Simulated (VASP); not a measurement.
Ta3N4:

```
CELL_PARAMETERS angstrom
4.61144 0.00000 0.00000
0.00000 4.61144 0.00000
0.00000 0.00000 4.61144
ATOMIC_POSITIONS crystal
Ta 0.00000 0.00000 0.50000
Ta 0.50000 0.00000 0.00000
Ta 0.00000 0.50000 0.00000
N 0.72378 0.27622 0.27622
N 0.27622 0.72378 0.27622
N 0.27622 0.27622 0.72378
N 0.72378 0.72378 0.72378
```

```yaml
Program: VASP 6.6.1
Task: relaxation of cell and atoms
Functional: PBE
Potentials_or_basis: VASP PAW PBE potentials, release 64 (Ta_pv, N)
Cutoff: 600 eV
k_mesh: 4 × 4 × 4
Occupations: gaussian, width 0.1 eV
Spin: no spin polarisation
```

At the start: pressure -10.6 GPa; volume 14.01 Å³/atom.

**Question.** How do energy, volume and symmetry change on relaxing?

**Answer.** Over 9 steps the energy falls by 161.3 meV/atom and the volume is 14.75 Å³/atom (+5.3 %); space group P-43m (No. 215, to 0.05 Å).

The path:
| step | energy change (eV) | largest force (eV/Å) | pressure (GPa) | volume (Å³) |
| --- | --- | --- | --- | --- |
| 1 | 0.0000 | 2.4506 | -10.64 | 98.06 |
| 2 | 0.5209 | 1.1371 | 39.76 | 85.44 |
| 3 | -0.4327 | 1.1820 | 5.94 | 92.65 |
| 4 | -0.8140 | 0.7684 | 3.34 | 96.25 |
| 5 | -1.0649 | 0.2340 | -3.05 | 106.97 |
| 6 | -1.1267 | 0.1064 | -0.90 | 103.37 |
| 7 | -1.1269 | 0.0849 | -1.03 | 103.60 |
| 8 | -1.1165 | 0.2221 | 2.77 | 102.26 |
| 9 | -1.1288 | 0.0006 | 0.00 | 103.22 |

Final structure:
```
Ta N
1.0
     4.69091    0.00000    0.00000
     0.00000    4.69091    0.00000
     0.00000    0.00000    4.69091
Ta N
3 4
Direct
  0.00000 0.00000 0.50000
  0.50000 0.00000 0.00000
  0.00000 0.50000 0.00000
  0.75718 0.24282 0.24282
  0.24282 0.75718 0.24282
  0.24282 0.24282 0.75718
  0.75718 0.75718 0.75718
```
